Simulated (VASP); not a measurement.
Runs of VASP 6.6.1 on InP. The structure is that of space group F-43m (No. 216), or close to it. The cells are those of the table. 

```tsv
cell	gap on the mesh (eV)	pressure (GPa)
a = 4.157 Å, angles 60.0°, 2 atoms	0.66	2.6
a = 4.099 Å, angles 60.0°, 2 atoms	0.89	5.9
a = 4.269 Å, angles 60.0°, 2 atoms	0.23	-2.2
a = 3.912 Å, angles 60.0°, 2 atoms	1.41	(d)
a = 4.214 Å, angles 60.0°, 2 atoms	0.44	0.0
a = 4.038 Å, angles 60.0°, 2 atoms	1.13	(a)
a = 3.976 Å, angles 60.0°, 2 atoms	(c)	(b)
```

Alike in all rows: task single point; level PBE; potentials or basis VASP PAW PBE potentials, release 64 (In_d, P); no spin polarisation; k mesh 14 × 14 × 14; cutoff (eV) 520; smearing gaussian 0.05 eV.

Task: Fill in the values left out.

Result: (a) 10.1; (b) 15.4; (c) 1.38; (d) 22.0.

Caveats: spin-orbit coupling is left out, which moves the levels of the heavy elements; the cell stands under pressure (at least some runs).

A k mesh can miss the band edges, and the runs leave out spin-orbit coupling on In.
